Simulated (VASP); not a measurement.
# ZnO (P6_3mc) in VASP: further runs, part 2 of 2

VASP 6.6.1. Earlier steps stand in the parts before.

## Step 4: Single point, PBE (strain -0.040 along x and y, +0.000 along z)

The input, INCAR:

```
SYSTEM = ZnO
PREC     = Accurate       ! precision mode
ENCUT    = 520            ! plane-wave cutoff, eV
EDIFF    = 1E-6           ! SCF threshold, eV
ISMEAR   = 0              ! smearing method
SIGMA    = 0.05           ! smearing width, eV
LREAL    = .False.        ! projectors in reciprocal space
LASPH    = .True.         ! aspherical terms in the spheres
NELM     = 80             ! most SCF steps
ALGO     = Normal         ! electronic algorithm
ISIF     = 2              ! what is computed and relaxed
LWAVE    = .False.        ! write WAVECAR
LCHARG   = .False.        ! write CHGCAR
GGA      = PE             ! functional
NBANDS   = 26             ! bands
```

The input, KPOINTS:

```
regular mesh
0
Gamma
  12 12 6
  0 0 0
```

The input, POSCAR:

```
ZnO
1.0
    3.1482963083      0.0000000000      0.0000000000
   -1.5741481541      2.7265045816      0.0000000000
    0.0000000000      0.0000000000      5.2931304626
Zn O
2 2
Direct
    0.3333333333      0.6666666667      0.0015026881
    0.6666666667      0.3333333333      0.5015026881
    0.3333333333      0.6666666667      0.3805973119
    0.6666666667      0.3333333333      0.8805973119
```

Potentials or basis: VASP PAW PBE potentials, release 64 (Zn, O).

Command:

```
> cat potpaw_PBE.64/Zn/POTCAR potpaw_PBE.64/O/POTCAR > POTCAR
> mpirun -np 1 vasp_std > vasp.out
```

OUTCAR:

```text
SYSTEM = ZnO
   PREC = Accurate
   ENCUT = 520
   EDIFF = 1E-6
   ISMEAR = 0
   LREAL = .False.
   LASPH = .True.
   NELM = 80
   ISIF = 2
   GGA = PE

 ion  position               nearest neighbor table
   1  0.333  0.667  0.002-   4 1.93   4 1.93   4 1.93   3 2.01
   2  0.667  0.333  0.502-   3 1.93   3 1.93   3 1.93   4 2.01
   3  0.333  0.667  0.381-   2 1.93   2 1.93   2 1.93   1 2.01
   4  0.667  0.333  0.881-   1 1.93   1 1.93   1 1.93   2 2.01

  LATTYP: Found a hexagonal cell.
 ALAT       =     3.1482963083
 C/A-ratio  =     1.6812681985

  Lattice vectors:

 A1 = (   3.1482963083,   0.0000000000,   0.0000000000)
 A2 = (  -1.5741481541,   2.7265045816,   0.0000000000)
 A3 = (   0.0000000000,   0.0000000000,   5.2931304626)

Analysis of symmetry for initial positions (statically):
=====================================================================
 Subroutine PRICEL returns:
 Original cell was already a primitive cell.

 Routine SETGRP: Setting up the symmetry group for a
 hexagonal supercell.
[... 170 lines left out ...]
  free energy    TOTEN  =       -17.64562356 eV

  energy without entropy =      -17.64562356  energy(sigma->0) =      -17.64562356

 E-fermi :   1.9861     XC(G=0): -11.1640

 val. band max:        1.6932613903   @ k =   0.0000   0.0000   0.0000
 cond. band min:       2.4646914233   @ k =   0.0000   0.0000   0.0000
 fundamental gap:      0.7714300331
 Fermi energy:         1.9860508472

 k-point     1 :       0.0000    0.0000    0.0000
  band No.  band energies     occupation
      1     -16.8499      2.00000
      2     -16.1270      2.00000
      3      -4.4729      2.00000
      4      -4.3284      2.00000
      5      -4.3284      2.00000
      6      -4.2639      2.00000
[... 685 lines left out ...]
     25      15.5338      0.00000
     26      16.2706      0.00000

 [... further k-points ...]

------------------------ aborting loop because EDIFF is reached ----------------------------------------

  FORCE on cell =-STRESS in cart. coord.  units (eV):
  Direction    XX          YY          ZZ          XY          YZ          ZX
  --------------------------------------------------------------------------------------
  -------------------------------------------------------------------------------------
  Total        5.1274633      5.1274633      1.9878651      0.0000000     -0.0000000      0.0000000
  in kB      180.8084469    180.8084469     70.0975870      0.0000000     -0.0000000      0.0000000
  external PRESSURE =     143.9048269 kB  Pullay stress =       0.0000000 kB

 VOLUME and BASIS-vectors are now :
 -----------------------------------------------------------------------------
  energy-cutoff  :      520.00
  volume of cell :       45.44
      direct lattice vectors                 reciprocal lattice vectors
     3.148296308  0.000000000  0.000000000     0.317632110  0.183384984  0.000000000
    -1.574148154  2.726504582  0.000000000     0.000000000  0.366769969  0.000000000
     0.000000000  0.000000000  5.293130463     0.000000000  0.000000000  0.188924117

 POSITION                                       TOTAL-FORCE (eV/Angst)
 -----------------------------------------------------------------------------------
     -0.00000      1.81767      0.00795         0.000000     -0.000000      0.455366
      1.57415      0.90883      2.65452        -0.000000      0.000000      0.455366
     -0.00000      1.81767      2.01455         0.000000     -0.000000     -0.455366
      1.57415      0.90883      4.66112        -0.000000      0.000000     -0.455366
 -----------------------------------------------------------------------------------
    total drift:                               -0.000000      0.000000     -0.002474

  FREE ENERGIE OF THE ION-ELECTRON SYSTEM (eV)
  ---------------------------------------------------
  free  energy   TOTEN  =       -17.6456235569 eV

  energy  without entropy=      -17.6456235569  energy(sigma->0) =      -17.64562356
```

OSZICAR:

```text
N       E                     dE             d eps       ncg     rms          rms(c)
DAV:   1     0.297749433934E+03    0.29775E+03   -0.18319E+04  4016   0.206E+03
DAV:   2     0.106777845788E+02   -0.28707E+03   -0.26850E+03  4120   0.416E+02
DAV:   3    -0.203219613960E+02   -0.31000E+02   -0.30603E+02  4452   0.140E+02
DAV:   4    -0.209111487071E+02   -0.58919E+00   -0.58790E+00  4448   0.195E+01
DAV:   5    -0.209139572779E+02   -0.28086E-02   -0.28084E-02  4322   0.140E+00    0.159E+01
DAV:   6    -0.174651521594E+02    0.34488E+01   -0.65322E+00  6202   0.606E+01    0.993E+00
DAV:   7    -0.176823711605E+02   -0.21722E+00   -0.29629E+00  4046   0.168E+01    0.584E+00
DAV:   8    -0.176931769149E+02   -0.10806E-01   -0.47735E-01  5894   0.758E+00    0.164E+00
DAV:   9    -0.176427805469E+02    0.50396E-01   -0.10374E-01  5916   0.650E+00    0.290E-01
DAV:  10    -0.176455712837E+02   -0.27907E-02   -0.37436E-02  4026   0.132E+00    0.140E-01
DAV:  11    -0.176455814900E+02   -0.10206E-04   -0.52304E-04  4202   0.199E-01    0.355E-02
DAV:  12    -0.176456252201E+02   -0.43730E-04   -0.52099E-05  4542   0.953E-02    0.246E-02
DAV:  13    -0.176456268797E+02   -0.16596E-05   -0.12333E-05  4302   0.403E-02    0.143E-02
DAV:  14    -0.176456237758E+02    0.31038E-05   -0.60932E-06  5182   0.334E-02    0.227E-03
DAV:  15    -0.176456235569E+02    0.21898E-06   -0.17221E-06  2352   0.130E-02
   1 F= -.17645624E+02 E0= -.17645624E+02  d E =-.837021E-19
```

stdout:

```text
POSCAR found type information on POSCAR ZnO
 POSCAR found :  2 types and       4 ions
 scaLAPACK will be used
 LDA part: xc-table for (Slater+PW92), standard interpolation
 POSCAR, INCAR and KPOINTS ok, starting setup
 FFT: planning ... GRIDC
 FFT: planning ... GRID_SOFT
 FFT: planning ... GRID
 WAVECAR not read
 entering main loop
```

Run time: 85 s. Hardware: 1 thread of Intel Xeon 8259CL, shared host; peak memory 0.21 GiB.

Results:

| Property | Result |
| --- | --- |
| Free energy | -17.6456 eV |
| Pressure | 14.4 GPa |
| Largest force | 0.455 eV/Å |
| Band gap on the k mesh | 0.77 eV |

Forces in eV/Å, atoms in the order of the input:
```
Zn   0.000  0.000  0.455
Zn   0.000  0.000  0.455
O    0.000  0.000 -0.455
O    0.000  0.000 -0.455
```

Stress tensor (GPa, compression positive):
```
18.08  0.00  0.00
 0.00 18.08  0.00
 0.00  0.00  7.01
```

Caveat: the cell differs from its parent crystal (strain -0.040 along x and y, +0.000 along z); the cell stands under pressure.

## Step 5: Single point, PBE (strain +0.000 along x and y, -0.040 along z)

The input, INCAR:

```
ALGO = Normal
EDIFF = 1E-7
ENCUT = 520
GGA = PE
ISIF = 2
ISMEAR = 0
LASPH = True
LCHARG = False
LREAL = False
LWAVE = False
NBANDS = 26
NELM = 60
PREC = Accurate
SIGMA = 0.05
```

The input, KPOINTS:

```
k-points
0
Gamma
  12 12 6
```

The input, POSCAR:

```
ZnO
1.0
    3.2794753211      0.0000000000      0.0000000000
   -1.6397376605      2.8401089392      0.0000000000
    0.0000000000      0.0000000000      5.0814052441
Zn O
2 2
Direct
    0.3333333333      0.6666666667      0.0015026881
    0.6666666667      0.3333333333      0.5015026881
    0.3333333333      0.6666666667      0.3805973119
    0.6666666667      0.3333333333      0.8805973119
```

Command:

```
> cat potpaw_PBE.64/Zn/POTCAR potpaw_PBE.64/O/POTCAR > POTCAR
> mpirun -np 1 vasp_std > vasp.out
```

It took 87 s on 1 thread of Intel Xeon 8259CL, shared host; peak memory 0.21 GiB.

Results (log left out):

| Property | Result |
| --- | --- |
| Free energy | -17.7722 eV |
| Pressure | 7.2 GPa |
| Largest force | 0.465 eV/Å |
| Band gap on the k mesh | 0.84 eV |

Forces on the atoms (eV/Å):
```
Zn   0.000  0.000 -0.465
Zn   0.000  0.000 -0.465
O    0.000  0.000  0.465
O    0.000  0.000  0.465
```

Stress tensor (GPa, compression positive):
```
 3.76  0.00  0.00
 0.00  3.76  0.00
 0.00  0.00 14.04
```

Levels at points of the mesh, in eV from the valence-band top:
```
           k point  band 16  band 17  band 18  band 19  band 20  band 21
(0.00, 0.00, 0.00)     0.00     0.00     0.00     0.84     5.16     8.63
(0.50, 0.00, 0.00)    -2.39    -1.23    -0.78     5.78     6.84     7.88
(0.00, 0.00, 0.50)    -0.44    -0.44    -0.44     3.54     3.54    10.44
(0.50, 0.00, 0.50)    -1.52    -1.23    -1.23     5.80     5.80     8.43
```

Caveat: the cell differs from its parent crystal (strain +0.000 along x and y, -0.040 along z); the cell stands under pressure.

## Step 6: Single point, PBE (strain -0.040 along x and y, +0.040 along z)

The input, INCAR:

```
SYSTEM = ZnO
  ALGO = Normal
  EDIFF = 1E-6
  ENCUT = 520
  GGA = PE
  ISIF = 2
  ISMEAR = 0
  LASPH = .TRUE.
  LCHARG = .TRUE.
  LELF = .TRUE.
  LREAL = .FALSE.
  LVHAR = .TRUE.
  LWAVE = .FALSE.
  NBANDS = 26
  NELM = 80
  PREC = Accurate
  SIGMA = 0.05
```

The input, KPOINTS:

```
k-points
0
G
  12 12 6
  0 0 0
```

The input, POSCAR:

```
ZnO
1.0
    3.1482963083      0.0000000000      0.0000000000
   -1.5741481541      2.7265045816      0.0000000000
    0.0000000000      0.0000000000      5.5048556811
Zn O
2 2
Direct
    0.3333333333      0.6666666667      0.0015026881
    0.6666666667      0.3333333333      0.5015026881
    0.3333333333      0.6666666667      0.3805973119
    0.6666666667      0.3333333333      0.8805973119
```

Potentials or basis: VASP PAW PBE potentials, release 64 (Zn, O).

Command:

```
> cat potpaw_PBE.64/Zn/POTCAR potpaw_PBE.64/O/POTCAR > POTCAR
> mpirun -np 1 vasp_std > vasp.out
```

Wall time 95 s (1 thread of Intel Xeon 8259CL, shared host); peak memory 0.21 GiB.

Results (log left out):

| Item | Value |
| --- | --- |
| Free energy | -17.6636 eV |
| Pressure | 8.5 GPa |
| Largest force | 0.625 eV/Å |
| Band gap on the k mesh | 0.63 eV |

Forces in eV/Å, atoms in the order of the input:
```
Zn   0.000  0.000  0.625
Zn   0.000  0.000  0.625
O    0.000  0.000 -0.625
O    0.000  0.000 -0.625
```

Stress tensor (GPa, compression positive):
```
14.47  0.00  0.00
 0.00 14.47  0.00
 0.00  0.00 -3.43
```

Levels at points of the mesh, in eV from the valence-band top:
| k point | band 15 | band 16 | band 17 | band 18 | band 19 | band 20 | band 21 | band 22 |
| --- | --- | --- | --- | --- | --- | --- | --- | --- |
| (0.00, 0.00, 0.00) | -0.62 | -0.34 | 0.00 | 0.00 | 0.63 | 5.40 | 7.45 | 12.51 |
| (0.50, 0.00, 0.00) | -2.88 | -2.09 | -1.46 | -0.96 | 5.78 | 6.87 | 7.00 | 8.79 |
| (0.00, 0.00, 0.50) | -0.31 | -0.31 | -0.31 | -0.31 | 3.28 | 3.28 | 9.47 | 9.47 |
| (0.50, 0.00, 0.50) | -1.69 | -1.69 | -1.50 | -1.50 | 5.50 | 5.50 | 8.44 | 8.44 |

Caveat: the cell differs from its parent crystal (strain -0.040 along x and y, +0.040 along z); the cell stands under pressure.

## Step 7: Single point, PBE (strain -0.040 along x and y, +0.080 along z)

The input, INCAR:

```
ALGO     = Normal         # electronic algorithm
EDIFF    = 1E-6           # SCF threshold, eV
ENCUT    = 520            # plane-wave cutoff, eV
GGA      = PE             # functional
ISIF     = 2              # what is computed and relaxed
ISMEAR   = 0              # smearing method
LASPH    = True           # aspherical terms in the spheres
LCHARG   = False          # write CHGCAR
LREAL    = False          # projectors in reciprocal space
LWAVE    = False          # write WAVECAR
NBANDS   = 26             # bands
NELM     = 80             # most SCF steps
PREC     = Accurate       # precision mode
SIGMA    = 0.05           # smearing width, eV
```

The input, KPOINTS:

```
k-points
0
Gamma
  12 12 6
```

Edit POSCAR of step 6 so:

```diff
@@ -4,3 +4,3 @@
    -1.5741481541      2.7265045816      0.0000000000
-    0.0000000000      0.0000000000      5.5048556811
+    0.0000000000      0.0000000000      5.7165808996
 Zn O
```

Command:

```
> cat potpaw_PBE.64/Zn/POTCAR potpaw_PBE.64/O/POTCAR > POTCAR
> mpirun -np 1 vasp_std > vasp.out
```

Run time: 99 s. Hardware: 1 thread of Intel Xeon 8259CL, shared host; peak memory 0.22 GiB.

The run converged. Its results:

* Free energy: -17.5835 eV
* Pressure: 4.1 GPa
* Largest force: 0.606 eV/Å
* Band gap on the k mesh: 0.49 eV

Forces on the atoms (eV/Å):
```
Zn   0.000  0.000  0.606
Zn   0.000  0.000  0.606
O    0.000  0.000 -0.606
O    0.000  0.000 -0.606
```

Stress tensor (GPa, compression positive):
```
 11.42   0.00   0.00
  0.00  11.42   0.00
  0.00   0.00 -10.52
```

Levels at points of the mesh, in eV from the valence-band top:
```
           k point  band 14  band 15  band 16  band 17  band 18  band 19  band 20  band 21  band 22  band 23
(0.00, 0.00, 0.00)    -0.51    -0.51    -0.47     0.00     0.00     0.49     5.27     7.05    11.77    13.73
(0.50, 0.00, 0.00)    -3.77    -2.76    -1.89    -1.46    -0.95     5.57     6.73     6.77     8.43     9.77
(0.00, 0.00, 0.50)    -2.64    -0.25    -0.25    -0.25    -0.25     3.09     3.09     9.10     9.10    14.02
(0.50, 0.00, 0.50)    -3.97    -1.72    -1.72    -1.41    -1.41     5.32     5.32     8.16     8.16    10.97
```

Caveat: the cell differs from its parent crystal (strain -0.040 along x and y, +0.080 along z); the cell stands under pressure.

## Step 8: Overview

| cell | gap on the mesh (eV) | pressure (GPa) | largest force (eV/Å) |
| --- | --- | --- | --- |
| a = 3.017, b = 3.017, c = 5.717 Å, angles 90.0, 90.0, 120.0°, 4 atoms | 0.40 | 21.2 | 1.37 |
| a = 3.279, b = 3.279, c = 4.870 Å, angles 90.0, 90.0, 120.0°, 4 atoms | 0.88 | 16.0 | 1.33 |
| a = 3.148, b = 3.148, c = 5.293 Å, angles 90.0, 90.0, 120.0°, 4 atoms | 0.77 | 14.4 | 0.46 |
| a = 3.279, b = 3.279, c = 5.081 Å, angles 90.0, 90.0, 120.0°, 4 atoms | 0.84 | 7.2 | 0.47 |
| a = 3.148, b = 3.148, c = 5.505 Å, angles 90.0, 90.0, 120.0°, 4 atoms | 0.63 | 8.5 | 0.63 |
| a = 3.148, b = 3.148, c = 5.717 Å, angles 90.0, 90.0, 120.0°, 4 atoms | 0.49 | 4.1 | 0.61 |

Alike in all rows: task single point; level PBE; potentials or basis VASP PAW PBE potentials, release 64 (Zn, O); no spin polarisation; k mesh 12 × 12 × 6; cutoff (eV) 520; smearing gaussian 0.05 eV.

Caveats: the cell stands under pressure; forces of over 1 eV/Å act on the atoms, so gaps and moduli don't describe the material at rest (at least some runs).

Absolute energies hang on the potentials; compare differences alone.
